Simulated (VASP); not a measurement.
# V (Im-3m) in VASP: settings compared

V is run at these levels: RPBE, PBE+D3(BJ); tasks: single point, relaxation of cell and atoms.

All numbers are computed with VASP 6.6.1; they aren't measurements. Logs are shortened: lines on timing, memory, paths and dates and some standing lists are left out, and cuts for length are marked.

### 1 The cell of the first run

Symmetry: Im-3m, No. 229, cubic system. The conventional cell has a = 3.029 Å, b = 3.029 Å, c = 3.029 Å, α = 90.00°, β = 90.00°, γ = 90.00°. Within 3.5 Å of V (site symmetry m-3m) lie 14 V at 2.62 to 3.03 Å.

### 2 Single point, RPBE, collinear spin, ferromagnetic start

Input file INCAR:

```
ALGO = Normal ; EDIFF = 1E-6
ENCUT = 520 ; GGA = RP
ISIF = 2 ; ISMEAR = -1
ISPIN = 2 ; LASPH = True
LCHARG = False ; LMAXMIX = 4
LORBIT = 11 ; LREAL = False
LWAVE = False ; MAGMOM = 2
NBANDS = 16 ; NELM = 150
PREC = Accurate ; SIGMA = 0.05
```

Input file KPOINTS:

```
k-points
0
Gamma
  12 12 12
```

Input file POSCAR:

```
V
1.0
   -1.5143500000      1.5143500000      1.5143500000
    1.5143500000     -1.5143500000      1.5143500000
    1.5143500000      1.5143500000     -1.5143500000
V
1
Direct
    0.0000000000      0.0000000000      0.0000000000
```

Potentials or basis: VASP PAW PBE potentials, release 64 (V_sv).

Run with:

```console
$ cat potpaw_PBE.64/V_sv/POTCAR > POTCAR
$ mpirun -np 1 vasp_std > vasp.out
```

OUTCAR:

```text
EDIFF = 1E-6
   ENCUT = 520
   GGA = RP
   ISIF = 2
   ISMEAR = -1
   ISPIN = 2
   LASPH = True
   LORBIT = 11
   LREAL = False
   NELM = 150
   PREC = Accurate

 ion  position               nearest neighbor table
   1  0.000  0.000  0.000-

  LATTYP: Found a body centered cubic cell.
 ALAT       =     3.0287000000

  Lattice vectors:

 A1 = (  -1.5143500000,   1.5143500000,   1.5143500000)
 A2 = (   1.5143500000,  -1.5143500000,   1.5143500000)
 A3 = (   1.5143500000,   1.5143500000,  -1.5143500000)

Analysis of symmetry for initial positions (statically):
=====================================================================
 Subroutine PRICEL returns:
 Original cell was already a primitive cell.

 Routine SETGRP: Setting up the symmetry group for a
 body centered cubic supercell.

 Subroutine GETGRP returns: Found 48 space group operations
 (whereof 48 operations were pure point group operations)
 out of a pool of 48 trial point group operations.

The static configuration has the point symmetry O_h .

Analysis of symmetry for dynamics (positions and initial velocities):
=====================================================================
 Subroutine PRICEL returns:
 Original cell was already a primitive cell.

 Routine SETGRP: Setting up the symmetry group for a
 body centered cubic supercell.

 Subroutine GETGRP returns: Found 48 space group operations
 (whereof 48 operations were pure point group operations)
 out of a pool of 48 trial point group operations.

The dynamic configuration has the point symmetry O_h .

Analysis of structural, dynamic, and magnetic symmetry:
=====================================================================
 Subroutine PRICEL returns:
 Original cell was already a primitive cell.

 Routine SETGRP: Setting up the symmetry group for a
 body centered cubic supercell.

 Subroutine GETGRP returns: Found 48 space group operations
 (whereof 48 operations were pure point group operations)
 out of a pool of 48 trial point group operations.

The overall configuration has the point symmetry O_h .

 Subroutine INISYM returns: Found 48 space group operations
 (whereof 48 operations are pure point group operations),
 and found     1 'primitive' translations

----------------------------------------------------------------------------------------

                                     Primitive cell

  volume of cell :      13.8912

  direct lattice vectors                    reciprocal lattice vectors
    -1.514350000  1.514350000  1.514350000     0.000000000  0.330174662  0.330174662
     1.514350000 -1.514350000  1.514350000     0.330174662  0.000000000  0.330174662
     1.514350000  1.514350000 -1.514350000     0.330174662  0.330174662  0.000000000

  length of vectors
     2.622931140  2.622931140  2.622931140     0.466937486  0.466937486  0.466937486

  position of ions in fractional coordinates (direct lattice)
     0.000000000  0.000000000  0.000000000

  ion indices of the primitive-cell ions
   primitive index   ion index
                 1           1

----------------------------------------------------------------------------------------

 KPOINTS: k-points

Automatic generation of k-mesh.
 Grid dimensions read from file:
 generate k-points for:   12   12   12

 Generating k-lattice:

  Cartesian coordinates                     Fractional coordinates (reciprocal lattice)
     0.000000000  0.027514555  0.027514555     0.083333333  0.000000000  0.000000000
     0.027514555  0.000000000  0.027514555     0.000000000  0.083333333  0.000000000
     0.027514555  0.027514555  0.000000000     0.000000000  0.000000000  0.083333333

  Length of vectors
     0.038911457  0.038911457  0.038911457

  Shift w.r.t. Gamma in fractional coordinates (k-lattice)
     0.000000000  0.000000000  0.000000000

 Subroutine IBZKPT returns following result:
 ===========================================

 Found     72 irreducible k-points:

 Following reciprocal coordinates:
            Coordinates               Weight
  0.000000  0.000000  0.000000      1.000000
  0.083333  0.000000  0.000000     12.000000
  0.166667  0.000000  0.000000     12.000000
  0.250000  0.000000  0.000000     12.000000
  0.333333  0.000000  0.000000     12.000000
  0.416667  0.000000  0.000000     12.000000
[... 16 lines left out ...]
  0.333333  0.083333  0.083333     24.000000
  0.416667  0.083333  0.083333     12.000000
 [... further k-points ...]
   k-points           NKPTS =     72   k-points in BZ     NKDIM =     72   number of bands    NBANDS=     16
   number of dos      NEDOS =    301   number of ions     NIONS =      1
   total plane-waves  NPLWV =   8000
   dimension x,y,z NGX =    20 NGY =   20 NGZ =   20
   dimension x,y,z NGXF=    40 NGYF=   40 NGZF=   40
   ions per type =               1
   NGX,Y,Z   is equivalent  to a cutoff of  12.68, 12.68, 12.68 a.u.
   NGXF,Y,Z  is equivalent  to a cutoff of  25.35, 25.35, 25.35 a.u.
 SYSTEM =  unknown system
   PREC   = accura    normal or accurate (medium, high low for compatibility)
   ISTART =      0    job   : 0-new  1-cont  2-samecut
   ICHARG =      2    charge: 1-file 2-atom 10-const
   ISPIN  =      2    spin polarized calculation?
   LNONCOLLINEAR =      F non collinear calculations
   LSORBIT =      F    spin-orbit coupling
   LASPH  =      T    aspherical Exc in radial PAW
   ENCUT  =  520.0 eV  38.22 Ry    6.18 a.u.   4.88  4.88  4.88*2*pi/ulx,y,z
   NELM   =    150;   NELMIN=  2; NELMDL= -5     # of ELM steps
   EDIFF  = 0.1E-05   stopping-criterion for ELM
   LREAL  =      F    real-space projection
   EDIFFG = 0.1E-04   stopping-criterion for IOM
   NSW    =      0    number of steps for IOM
   IBRION =     -1    ionic relax: 0-MD 1-quasi-New 2-CG
   NFREE  =      0    steps in history (QN), initial steepest desc. (CG)
   ISIF   =      2    stress and relaxation
   ISYM   =      2    0-nonsym 1-usesym 2-fastsym
   POTIM  = 0.5000    time-step for ionic-motion
   TEBEG  =    0.0;   TEEND  =   0.0 temperature during run
   PSTRESS=    0.0 pullay stress
   NELECT =      13.0000    total number of electrons
   NUPDOWN=      -1.0000    fix difference up-down
   EMIN   =  10.00;   EMAX   =-10.00  energy-range for DOS
   EFERMI =   0.00;   METHOD = LEGACY
   ISMEAR =    -1;   SIGMA  =   0.05  broadening in eV -4-tet -1-fermi 0-gaus
   EFERMI_NEDOS =   21; number of points for ismear=-14 and -15
   IALGO  =     38    algorithm
   IMIX   =      4    mixing-type and parameters
     AMIX     =   0.40;   BMIX     =  1.00
     AMIX_MAG =   1.60;   BMIX_MAG =  1.00
  volume/ion in A,a.u.               =      13.89        93.74
  Fermi-wavevector in a.u.,A,eV,Ry     =   1.601313  3.026044 34.888125  2.564205
  Thomas-Fermi vector in A             =   2.698311
   LORBIT       =     11    0 simple, 1 ext, 2 COOP (PROOUT), +10 PAW based schemes
   GGA     = RP    functional components
   LHFCALC =     F    Hartree Fock is set to
   AEXX    =    0.0000 exact exchange contribution
   IVDW    =     0    specifies the selected vdW correction
   LEPSILON=     F    determine dielectric tensor
   LRPA    =     F    only Hartree local field effects (RPA)
 spin polarized calculation
  energy-cutoff  :      520.00
  volume of cell :       13.89
 maximum number of plane-waves:       384
   NGX =  9   NGY =  9   NGZ =  9

 number of electron      12.9999997 magnetization       0.0004383

 Free energy of the ion-electron system (eV)
  ---------------------------------------------------
  ext. energy  EPLUGINS =         0.00000000
  ---------------------------------------------------
  free energy    TOTEN  =        -8.51077609 eV

  energy without entropy =       -8.49298810  energy(sigma->0) =       -8.50188210

 E-fermi :   9.4347     XC(G=0): -12.6195

 val. band max:        9.4278753013   @ k =   0.2500   0.0000   0.0000
 cond. band min:       9.4390906244   @ k =  -0.4167   0.5000   0.1667
 fundamental gap:      0.0112153231
 Fermi energy:         9.4346670418

 spin component 1

 k-point     1 :       0.0000    0.0000    0.0000
  band No.  band energies     occupation
      1     -54.4564      1.00000
      2     -27.7353      1.00000
      3     -27.7353      1.00000
      4     -27.7353      1.00000
      5       2.9130      1.00000
      6       9.8522      0.00024
[... 8 lines left out ...]
     15      36.4150      0.00000
     16      40.4817      0.00000

 k-point     2 :       0.0833    0.0000    0.0000
  band No.  band energies     occupation
      1     -54.4449      1.00000
      2     -27.7917      1.00000
      3     -27.7526      1.00000
      4     -27.7356      1.00000
      5       3.1840      1.00000
      6       9.7396      0.00224
[... 8 lines left out ...]
     15      36.8744      0.00000
     16      38.1757      0.00000

 k-point     3 :       0.1667    0.0000    0.0000
  band No.  band energies     occupation
      1     -54.4136      1.00000
      2     -27.9440      1.00000
      3     -27.7998      1.00000
      4     -27.7366      1.00000
      5       3.9468      1.00000
      6       9.4438      0.45445
[... 8 lines left out ...]
     15      35.5252      0.00000
     16      36.1428      0.00000

 k-point     4 :       0.2500    0.0000    0.0000
  band No.  band energies     occupation
      1     -54.3705      1.00000
      2     -28.1483      1.00000
      3     -27.8638      1.00000
      4     -27.7380      1.00000
      5       5.0175      1.00000
      6       9.0645      0.99939
[... 8 lines left out ...]
     15      35.3189      0.00000
     16      36.2589      0.00000
[... 324 lines left out ...]
 k-point    22 :       0.2500    0.0833    0.0833
  band No.  band energies     occupation
      1     -54.3189      1.00000
      2     -28.3535      1.00000
      3     -27.9327      1.00000
      4     -27.7870      1.00000
      5       6.4375      1.00000
      6       8.5715      1.00000
[... 8 lines left out ...]
     15      38.1130      0.00000
     16      39.1490      0.00000

 k-point    23 :       0.3333    0.0833    0.0833
  band No.  band energies     occupation
      1     -54.2905      1.00000
      2     -28.4535      1.00000
      3     -28.0008      1.00000
      4     -27.7912      1.00000
      5       6.7863      1.00000
      6       8.3592      1.00000
[... 8 lines left out ...]
     15      37.9873      0.00000
     16      39.1868      0.00000

 k-point    24 :       0.4167    0.0833    0.0833
  band No.  band energies     occupation
      1     -54.2801      1.00000
      2     -28.4890      1.00000
      3     -28.0265      1.00000
      4     -27.7928      1.00000
      5       6.8069      1.00000
      6       8.2860      1.00000
[... 8 lines left out ...]
     15      38.1847      0.00000
     16      38.6322      0.00000

 [... further k-points ...]

 spin component 2

 k-point     1 :       0.0000    0.0000    0.0000
  band No.  band energies     occupation
      1     -54.4560      1.00000
      2     -27.7350      1.00000
      3     -27.7350      1.00000
      4     -27.7350      1.00000
      5       2.9134      1.00000
      6       9.8526      0.00023
[... 8 lines left out ...]
     15      36.4152      0.00000
     16      40.4822      0.00000

 k-point     2 :       0.0833    0.0000    0.0000
  band No.  band energies     occupation
      1     -54.4446      1.00000
      2     -27.7914      1.00000
      3     -27.7523      1.00000
      4     -27.7353      1.00000
      5       3.1843      1.00000
      6       9.7400      0.00222
[... 8 lines left out ...]
     15      36.8747      0.00000
     16      38.1761      0.00000

 k-point     3 :       0.1667    0.0000    0.0000
  band No.  band energies     occupation
      1     -54.4132      1.00000
      2     -27.9437      1.00000
      3     -27.7995      1.00000
      4     -27.7363      1.00000
      5       3.9471      1.00000
      6       9.4442      0.45251
[... 8 lines left out ...]
     15      35.5256      0.00000
     16      36.1432      0.00000

 k-point     4 :       0.2500    0.0000    0.0000
  band No.  band energies     occupation
      1     -54.3702      1.00000
      2     -28.1480      1.00000
      3     -27.8634      1.00000
      4     -27.7376      1.00000
      5       5.0178      1.00000
      6       9.0649      0.99939
[... 8 lines left out ...]
     15      35.3192      0.00000
     16      36.2592      0.00000
[... 324 lines left out ...]
 k-point    22 :       0.2500    0.0833    0.0833
  band No.  band energies     occupation
      1     -54.3185      1.00000
      2     -28.3532      1.00000
      3     -27.9324      1.00000
      4     -27.7867      1.00000
      5       6.4378      1.00000
      6       8.5719      1.00000
[... 8 lines left out ...]
     15      38.1134      0.00000
     16      39.1493      0.00000

 k-point    23 :       0.3333    0.0833    0.0833
  band No.  band energies     occupation
      1     -54.2902      1.00000
      2     -28.4532      1.00000
      3     -28.0005      1.00000
      4     -27.7909      1.00000
      5       6.7866      1.00000
      6       8.3596      1.00000
[... 8 lines left out ...]
     15      37.9877      0.00000
     16      39.1871      0.00000

 k-point    24 :       0.4167    0.0833    0.0833
  band No.  band energies     occupation
      1     -54.2798      1.00000
      2     -28.4886      1.00000
      3     -28.0262      1.00000
      4     -27.7924      1.00000
      5       6.8073      1.00000
      6       8.2864      1.00000
[... 8 lines left out ...]
     15      38.1851      0.00000
     16      38.6326      0.00000

 [... further k-points ...]
[... 5 lines left out ...]
  --------------------------------------------------------------------------------------
  -------------------------------------------------------------------------------------
  Total       -0.0842569     -0.0842569     -0.0842569      0.0000000     -0.0000000      0.0000000
  in kB       -9.7180134     -9.7180134     -9.7180134      0.0000000     -0.0000000      0.0000000
  external PRESSURE =      -9.7180134 kB  Pullay stress =       0.0000000 kB

 VOLUME and BASIS-vectors are now :
 -----------------------------------------------------------------------------
  energy-cutoff  :      520.00
  volume of cell :       13.89
      direct lattice vectors                 reciprocal lattice vectors
    -1.514350000  1.514350000  1.514350000     0.000000000  0.330174662  0.330174662
     1.514350000 -1.514350000  1.514350000     0.330174662  0.000000000  0.330174662
     1.514350000  1.514350000 -1.514350000     0.330174662  0.330174662  0.000000000

 POSITION                                       TOTAL-FORCE (eV/Angst)
 -----------------------------------------------------------------------------------
      0.00000      0.00000      0.00000         0.000000      0.000000      0.000000
 -----------------------------------------------------------------------------------
    total drift:                                0.000000     -0.000000      0.000000

  FREE ENERGIE OF THE ION-ELECTRON SYSTEM (eV)
  ---------------------------------------------------
  free  energy   TOTEN  =        -8.5107760863 eV

  energy  without entropy=       -8.4929881048  energy(sigma->0) =       -8.50188210

 total charge

# of ion       s       p       d       tot
------------------------------------------
    1        2.331   6.213   3.047  11.590

 magnetization (x)

# of ion       s       p       d       tot
------------------------------------------
    1        0.000   0.000   0.000   0.000
```

Run time: 67 s. Hardware: 1 thread of Intel Xeon 8259CL, shared host; peak memory 0.15 GiB.

What came out:

* Free energy: -8.5108 eV
* Pressure: -1.0 GPa
* Net moment: 0.00 μB per cell
* Valence electrons inside the program's atomic spheres: V 11.59

Caveat: the moments typed at the start vanished in this run; the PAW data sets were made with another functional, which shifts forces and pressure a little.

### 3 Relaxation of cell and atoms, PBE+D3(BJ), collinear spin, ferromagnetic start

Input file INCAR:

```
ALGO     = Normal         # electronic algorithm
EDIFF    = 1E-6           # SCF threshold, eV
EDIFFG   = -0.01          # ionic threshold
ENCUT    = 600            # plane-wave cutoff, eV
GGA      = PE             # functional
IBRION   = 2              # ionic algorithm
ISIF     = 3              # what is computed and relaxed
ISMEAR   = -1             # smearing method
ISPIN    = 2              # spin polarisation
IVDW     = 12             # dispersion correction
LASPH    = True           # aspherical terms in the spheres
LCHARG   = False          # write CHGCAR
LMAXMIX  = 4              # l up to which the mixer works
LORBIT   = 11             # projections on sites
LREAL    = False          # projectors in reciprocal space
LWAVE    = False          # write WAVECAR
MAGMOM   = 2              # initial moments
NELM     = 150            # most SCF steps
NSW      = 60             # ionic steps
PREC     = Accurate       # precision mode
SIGMA    = 0.05           # smearing width, eV
```

KPOINTS is that of step 2.

POSCAR is that of step 2.

Potentials or basis: VASP PAW PBE potentials, release 64 (V_sv).

Run with:

```console
$ cat potpaw_PBE.64/V_sv/POTCAR > POTCAR
$ mpirun -np 1 vasp_std > vasp.out
```

Wall time 2 min (1 thread of Intel Xeon 8259CL, shared host); peak memory 0.18 GiB.

It converged, with:

* Free energy: -9.6903 eV
* Relaxed volume: 12.84 Å³/atom
* Relaxed cell: a = 2.555 Å, b = 2.555 Å, c = 2.555 Å, α = 109.47°, β = 109.47°, γ = 109.47°
* Space group after relaxing (to 0.1 Å): Im-3m (No. 229)
* Energy gained by relaxing: 45.4 meV/atom
* Ionic steps: 4
* Pressure after relaxing: 0.1 GPa
* Net moment: 0.00 μB per cell
* Valence electrons inside the program's atomic spheres: V 11.74
* Dispersion energy per atom: -0.714 eV

The path:
```
step  energy change (eV)  largest force (eV/Å)  pressure (GPa)  volume (Å³)
   1              0.0000                0.0000          -13.13        13.89
   2              0.0223                0.0000           20.89        11.73
   3             -0.0454                0.0000           -0.27        12.86
   4             -0.0454                0.0000            0.05        12.84
```

Final structure:
```xyz
1
Lattice="-1.4753 1.4753 1.4753 1.4753 -1.4753 1.4753 1.4753 1.4753 -1.4753" Properties=species:S:1:pos:R:3 pbc="T T T"
V     0.0000    0.0000    0.0000
```

Levels at points of the mesh, in eV from the Fermi level:
Spin up:
| k point | band 2 | band 3 | band 4 | band 5 | band 6 | band 7 | band 8 | band 9 | band 10 | band 11 |
| --- | --- | --- | --- | --- | --- | --- | --- | --- | --- | --- |
| (0.00, 0.00, 0.00) | -36.87 | -36.87 | -36.87 | -6.68 | 0.43 | 0.43 | 0.43 | 2.56 | 2.56 | 20.86 |
| (0.50, 0.00, 0.00) | -37.91 | -37.19 | -36.88 | -3.33 | -1.21 | 1.82 | 2.58 | 2.96 | 4.39 | 10.79 |
| (0.50, 0.50, 0.50) | -37.58 | -37.58 | -37.58 | -3.21 | -3.21 | 3.97 | 3.97 | 3.97 | 10.67 | 10.67 |
Spin down:
```csv
k point,band 2,band 3,band 4,band 5,band 6,band 7,band 8,band 9,band 10,band 11
"(0.00, 0.00, 0.00)",-36.87,-36.87,-36.87,-6.68,0.43,0.43,0.43,2.56,2.56,20.86
"(0.50, 0.00, 0.00)",-37.91,-37.19,-36.88,-3.33,-1.21,1.82,2.58,2.96,4.39,10.79
"(0.50, 0.50, 0.50)",-37.58,-37.58,-37.58,-3.21,-3.21,3.97,3.97,3.97,10.67,10.67
```

Caveat: the moments typed at the start vanished in this run.
